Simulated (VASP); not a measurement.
# Sc (Pnma) in VASP: notebook

Sc is run at these levels: PBE; tasks: single point, relaxation of cell and atoms.

All numbers are computed with VASP 6.6.1; they aren't measurements. Logs are shortened: lines on timing, memory, paths and dates and some standing lists are left out, and cuts for length are marked.

**1. The cell of the first run**

The structure is orthorhombic, space group Pnma (No. 62). Conventional cell: a = 4.547 Å, b = 7.539 Å, c = 3.391 Å, α = 90.00°, β = 90.00°, γ = 90.00°. Sc (site symmetry m) has 2 Sc at 2.40 Å within 3.2 Å.

**2. Single point, PBE**

INCAR

```
SYSTEM = Sc
PREC = Accurate ; ENCUT = 520
EDIFF = 1E-6 ; ISMEAR = 0
SIGMA = 0.1 ; LREAL = .FALSE.
LASPH = .TRUE. ; NELM = 100
ALGO = Normal ; ISIF = 2
LWAVE = .FALSE. ; LCHARG = .FALSE.
GGA = PE ; NBANDS = 30
```

KPOINTS

```
Automatic mesh
0
G
  4 4 6
  0 0 0
```

POSCAR

```
Sc
1.0
    4.5474980551      0.0000000000      0.0000000000
    0.0000000000      7.5389455018      0.0000000000
    0.0000000000      0.0000000000      3.3907539720
Sc
4
Direct
    0.0205000000      0.2500000000      0.6348000000
    0.9795000000      0.7500000000      0.3652000000
    0.4795000000      0.7500000000      0.1348000000
    0.5205000000      0.2500000000      0.8652000000
```

Potentials or basis: VASP PAW PBE potentials, release 64 (Sc_sv).

The run is started by

```console
$ cat potpaw_PBE.64/Sc_sv/POTCAR > POTCAR
$ mpirun -np 1 vasp_std > vasp.out
```

OUTCAR:

```text
SYSTEM = Sc
   PREC = Accurate
   ENCUT = 520
   EDIFF = 1E-6
   ISMEAR = 0
   LREAL = .FALSE.
   LASPH = .TRUE.
   NELM = 100
   ISIF = 2
   GGA = PE

 ion  position               nearest neighbor table
   1  0.020  0.250  0.635-   4 2.40   4 2.40
   2  0.980  0.750  0.365-   3 2.40   3 2.40
   3  0.480  0.750  0.135-   2 2.40   2 2.40
   4  0.520  0.250  0.865-   1 2.40   1 2.40

  LATTYP: Found a simple orthorhombic cell.
 ALAT       =     3.3907539720
 B/A-ratio  =     1.3411465688
 C/A-ratio  =     2.2233832251

  Lattice vectors:

 A1 = (   0.0000000000,   0.0000000000,   3.3907539720)
 A2 = (   4.5474980551,   0.0000000000,   0.0000000000)
 A3 = (   0.0000000000,   7.5389455018,   0.0000000000)

Analysis of symmetry for initial positions (statically):
=====================================================================
 Subroutine PRICEL returns:
 Original cell was already a primitive cell.

 Routine SETGRP: Setting up the symmetry group for a
 simple orthorhombic supercell.

 Subroutine GETGRP returns: Found  8 space group operations
 (whereof  2 operations were pure point group operations)
 out of a pool of  8 trial point group operations.

The static configuration has the point symmetry S_2 .
 The point group associated with its full space group is D_2h.

Analysis of symmetry for dynamics (positions and initial velocities):
=====================================================================
 Subroutine PRICEL returns:
 Original cell was already a primitive cell.

 Routine SETGRP: Setting up the symmetry group for a
 simple orthorhombic supercell.

 Subroutine GETGRP returns: Found  8 space group operations
 (whereof  2 operations were pure point group operations)
 out of a pool of  8 trial point group operations.

The dynamic configuration has the point symmetry S_2 .
 The point group associated with its full space group is D_2h.

 Subroutine INISYM returns: Found  8 space group operations
 (whereof  2 operations are pure point group operations),
 and found     1 'primitive' translations

----------------------------------------------------------------------------------------

                                     Primitive cell

  volume of cell :     116.2464

  direct lattice vectors                    reciprocal lattice vectors
     4.547498055  0.000000000  0.000000000     0.219901139  0.000000000  0.000000000
     0.000000000  7.538945502  0.000000000     0.000000000  0.132644546  0.000000000
     0.000000000  0.000000000  3.390753972     0.000000000  0.000000000  0.294919657

  length of vectors
     4.547498055  7.538945502  3.390753972     0.219901139  0.132644546  0.294919657

  position of ions in fractional coordinates (direct lattice)
     0.020500000  0.250000000  0.634800000
     0.979500000  0.750000000  0.365200000
     0.479500000  0.750000000  0.134800000
     0.520500000  0.250000000  0.865200000

  ion indices of the primitive-cell ions
   primitive index   ion index
                 1           1
                 2           2
                 3           3
                 4           4

----------------------------------------------------------------------------------------

 KPOINTS: Automatic mesh

Automatic generation of k-mesh.
 Grid dimensions read from file:
 generate k-points for:    4    4    6

 Generating k-lattice:

  Cartesian coordinates                     Fractional coordinates (reciprocal lattice)
     0.054975285  0.000000000  0.000000000     0.250000000  0.000000000  0.000000000
     0.000000000  0.033161136  0.000000000     0.000000000  0.250000000  0.000000000
     0.000000000  0.000000000  0.049153276     0.000000000  0.000000000  0.166666667

  Length of vectors
     0.054975285  0.033161136  0.049153276

  Shift w.r.t. Gamma in fractional coordinates (k-lattice)
     0.000000000  0.000000000  0.000000000

 Subroutine IBZKPT returns following result:
 ===========================================

 Found     36 irreducible k-points:

 Following reciprocal coordinates:
            Coordinates               Weight
  0.000000  0.000000  0.000000      1.000000
  0.250000  0.000000  0.000000      2.000000
  0.500000  0.000000  0.000000      1.000000
  0.000000  0.250000  0.000000      2.000000
  0.250000  0.250000  0.000000      4.000000
  0.500000  0.250000  0.000000      2.000000
[... 16 lines left out ...]
  0.250000  0.250000  0.333333      8.000000
  0.500000  0.250000  0.333333      4.000000
 [... further k-points ...]
   k-points           NKPTS =     36   k-points in BZ     NKDIM =     36   number of bands    NBANDS=     30
   number of dos      NEDOS =    301   number of ions     NIONS =      4
   total plane-waves  NPLWV =  56448
   dimension x,y,z NGX =    36 NGY =   56 NGZ =   28
   dimension x,y,z NGXF=    72 NGYF=  112 NGZF=   56
   ions per type =               4
   NGX,Y,Z   is equivalent  to a cutoff of  13.16, 12.35, 13.73 a.u.
   NGXF,Y,Z  is equivalent  to a cutoff of  26.32, 24.70, 27.46 a.u.
 SYSTEM =  Sc
   PREC   = accura    normal or accurate (medium, high low for compatibility)
   ISTART =      0    job   : 0-new  1-cont  2-samecut
   ICHARG =      2    charge: 1-file 2-atom 10-const
   ISPIN  =      1    spin polarized calculation?
   LNONCOLLINEAR =      F non collinear calculations
   LSORBIT =      F    spin-orbit coupling
   LASPH  =      T    aspherical Exc in radial PAW
   ENCUT  =  520.0 eV  38.22 Ry    6.18 a.u.   8.46 14.02  6.30*2*pi/ulx,y,z
   NELM   =    100;   NELMIN=  2; NELMDL= -5     # of ELM steps
   EDIFF  = 0.1E-05   stopping-criterion for ELM
   LREAL  =      F    real-space projection
   EDIFFG = 0.1E-04   stopping-criterion for IOM
   NSW    =      0    number of steps for IOM
   IBRION =     -1    ionic relax: 0-MD 1-quasi-New 2-CG
   NFREE  =      0    steps in history (QN), initial steepest desc. (CG)
   ISIF   =      2    stress and relaxation
   ISYM   =      2    0-nonsym 1-usesym 2-fastsym
   POTIM  = 0.5000    time-step for ionic-motion
   TEBEG  =    0.0;   TEEND  =   0.0 temperature during run
   PSTRESS=    0.0 pullay stress
   NELECT =      44.0000    total number of electrons
   NUPDOWN=      -1.0000    fix difference up-down
   EMIN   =  10.00;   EMAX   =-10.00  energy-range for DOS
   EFERMI =   0.00;   METHOD = LEGACY
   ISMEAR =     0;   SIGMA  =   0.10  broadening in eV -4-tet -1-fermi 0-gaus
   EFERMI_NEDOS =   21; number of points for ismear=-14 and -15
   IALGO  =     38    algorithm
   IMIX   =      4    mixing-type and parameters
     AMIX     =   0.40;   BMIX     =  1.00
     AMIX_MAG =   1.60;   BMIX_MAG =  1.00
  volume/ion in A,a.u.               =      29.06       196.12
  Fermi-wavevector in a.u.,A,eV,Ry     =   1.184221  2.237852 19.080515  1.402378
  Thomas-Fermi vector in A             =   2.320439
   LORBIT       =      0    0 simple, 1 ext, 2 COOP (PROOUT), +10 PAW based schemes
   GGA     = PE    functional components
   LHFCALC =     F    Hartree Fock is set to
   AEXX    =    0.0000 exact exchange contribution
   IVDW    =     0    specifies the selected vdW correction
   LEPSILON=     F    determine dielectric tensor
   LRPA    =     F    only Hartree local field effects (RPA)
 non-spin polarized calculation
 Gauss-broadening in eV      SIGMA  =   0.10
  energy-cutoff  :      520.00
  volume of cell :      116.25
 maximum number of plane-waves:      3156
 NGX is ok and might be reduce to    36
   NGX = 17   NGY = 29   NGZ = 13

 number of electron      44.0000001 magnetization

 Free energy of the ion-electron system (eV)
  ---------------------------------------------------
  ext. energy  EPLUGINS =         0.00000000
  ---------------------------------------------------
  free energy    TOTEN  =       -19.26295532 eV

  energy without entropy =      -19.21309672  energy(sigma->0) =      -19.23802602

 E-fermi :   2.3845     XC(G=0):  -8.9974

 val. band max:        2.3791547487   @ k =   0.0000   0.2500   0.3333
 cond. band min:       2.4063042557   @ k =   0.0000   0.0000   0.0000
 fundamental gap:      0.0271495071
 Fermi energy:         2.3844735564

 k-point     1 :       0.0000    0.0000    0.0000
  band No.  band energies     occupation
      1     -47.0856      2.00000
      2     -47.0833      2.00000
      3     -46.5599      2.00000
      4     -46.5582      2.00000
      5     -26.7663      2.00000
      6     -26.7615      2.00000
[... 22 lines left out ...]
     29       4.8308      0.00000
     30       4.9556      0.00000

 k-point     2 :       0.2500    0.0000    0.0000
  band No.  band energies     occupation
      1     -47.0117      2.00000
      2     -47.0095      2.00000
      3     -46.6402      2.00000
      4     -46.6384      2.00000
      5     -26.5157      2.00000
      6     -26.5114      2.00000
[... 22 lines left out ...]
     29       5.1271      0.00000
     30       5.1477      0.00000

 k-point     3 :       0.5000    0.0000    0.0000
  band No.  band energies     occupation
      1     -46.8292      2.00000
      2     -46.8292      2.00000
      3     -46.8271      2.00000
      4     -46.8271      2.00000
      5     -25.9448      2.00000
      6     -25.9448      2.00000
[... 22 lines left out ...]
     29       3.8809      0.00000
     30       3.8809      0.00000

 k-point     4 :       0.0000    0.2500    0.0000
  band No.  band energies     occupation
      1     -47.0852      2.00000
      2     -47.0836      2.00000
      3     -46.5597      2.00000
      4     -46.5585      2.00000
      5     -26.7656      2.00000
      6     -26.7622      2.00000
[... 22 lines left out ...]
     29       4.9016      0.00000
     30       5.0102      0.00000

 k-point     5 :       0.2500    0.2500    0.0000
  band No.  band energies     occupation
      1     -47.0114      2.00000
      2     -47.0098      2.00000
      3     -46.6399      2.00000
      4     -46.6387      2.00000
      5     -26.5151      2.00000
      6     -26.5121      2.00000
[... 22 lines left out ...]
     29       5.0132      0.00000
     30       5.0914      0.00000
[... 526 lines left out ...]
     29       4.5249      0.00000
     30       4.5663      0.00000

 k-point    22 :       0.0000    0.2500    0.3333
  band No.  band energies     occupation
      1     -47.0687      2.00000
      2     -47.0679      2.00000
      3     -46.5571      2.00000
      4     -46.5565      2.00000
      5     -26.7260      2.00000
      6     -26.7243      2.00000
[... 22 lines left out ...]
     29       4.6439      0.00000
     30       4.6995      0.00000

 k-point    23 :       0.2500    0.2500    0.3333
  band No.  band energies     occupation
      1     -46.9967      2.00000
      2     -46.9959      2.00000
      3     -46.6351      2.00000
      4     -46.6345      2.00000
      5     -26.5111      2.00000
      6     -26.5096      2.00000
[... 22 lines left out ...]
     29       4.1347      0.00000
     30       4.5136      0.00000

 k-point    24 :       0.5000    0.2500    0.3333
  band No.  band energies     occupation
      1     -46.8192      2.00000
      2     -46.8192      2.00000
      3     -46.8179      2.00000
      4     -46.8179      2.00000
      5     -26.0228      2.00000
      6     -26.0228      2.00000
[... 22 lines left out ...]
     29       4.4163      0.00000
     30       4.4564      0.00000

 [... further k-points ...]
[... 5 lines left out ...]
  --------------------------------------------------------------------------------------
  -------------------------------------------------------------------------------------
  Total       15.4503357    -10.8282407     -3.9561934      0.0000000      0.0000000     -0.0000000
  in kB      212.9458094   -149.2413187    -54.5266347      0.0000000      0.0000000     -0.0000000
  external PRESSURE =       3.0592853 kB  Pullay stress =       0.0000000 kB

 VOLUME and BASIS-vectors are now :
 -----------------------------------------------------------------------------
  energy-cutoff  :      520.00
  volume of cell :      116.25
      direct lattice vectors                 reciprocal lattice vectors
     4.547498055  0.000000000  0.000000000     0.219901139  0.000000000  0.000000000
     0.000000000  7.538945502  0.000000000     0.000000000  0.132644546  0.000000000
     0.000000000  0.000000000  3.390753972     0.000000000  0.000000000  0.294919657

 POSITION                                       TOTAL-FORCE (eV/Angst)
 -----------------------------------------------------------------------------------
      0.09322      1.88474      2.15245        -0.009955     -0.000000     -1.346810
      4.45427      5.65421      1.23830         0.009955     -0.000000      1.346810
      2.18053      5.65421      0.45707         0.009955     -0.000000     -1.346810
      2.36697      1.88474      2.93368        -0.009955      0.000000      1.346810
 -----------------------------------------------------------------------------------
    total drift:                                0.000000     -0.000000      0.000000

  FREE ENERGIE OF THE ION-ELECTRON SYSTEM (eV)
  ---------------------------------------------------
  free  energy   TOTEN  =       -19.2629553157 eV

  energy  without entropy=      -19.2130967211  energy(sigma->0) =      -19.23802602
```

Run time: 86 s. Hardware: 1 thread of Intel Xeon Platinum 8259CL at 2.50GHz (Skylake/Cascade Lake), shared host; peak memory 0.26 GiB.

What came out:

```
Free energy            : -19.2630 eV
Pressure               : 0.3 GPa
Largest force          : 1.347 eV/Å
Band gap on the k mesh : zero (band 22 reaches 2.57 eV, above the bottom of band 23 at 2.31 eV)
```

Forces on the atoms (eV/Å):
```
Sc  -0.010  0.000 -1.347
Sc   0.010  0.000  1.347
Sc   0.010  0.000 -1.347
Sc  -0.010  0.000  1.347
```

Levels at points of the mesh, in eV from the Fermi level:
| k point | band 19 | band 20 | band 21 | band 22 | band 23 | band 24 | band 25 | band 26 |
| --- | --- | --- | --- | --- | --- | --- | --- | --- |
| (0.00, 0.00, 0.00) | -0.97 | -0.81 | -0.20 | 0.02 | 0.20 | 0.37 | 1.02 | 1.25 |
| (0.50, 0.00, 0.00) | -0.86 | -0.86 | -0.68 | -0.68 | 0.08 | 0.08 | 0.84 | 0.84 |
| (0.00, 0.50, 0.00) | -0.41 | -0.41 | -0.38 | -0.38 | 0.21 | 0.21 | 1.14 | 1.14 |
| (0.50, 0.50, 0.00) | -1.79 | -1.79 | -0.06 | -0.06 | -0.06 | -0.06 | 1.02 | 1.02 |
| (0.00, 0.00, 0.50) | -0.26 | -0.26 | -0.20 | -0.20 | 0.02 | 0.02 | 0.17 | 0.17 |
| (0.50, 0.00, 0.50) | -0.94 | -0.94 | -0.49 | -0.49 | 0.99 | 0.99 | 1.26 | 1.26 |
| (0.00, 0.50, 0.50) | -0.32 | -0.32 | -0.30 | -0.30 | 0.05 | 0.05 | 0.32 | 0.32 |
| (0.50, 0.50, 0.50) | -1.02 | -1.02 | -0.04 | -0.04 | -0.04 | -0.04 | 1.63 | 1.63 |

Caveat: forces of over 1 eV/Å act on the atoms, so gaps and moduli don't describe the material at rest.

(Part 1 of 2 ends here.)
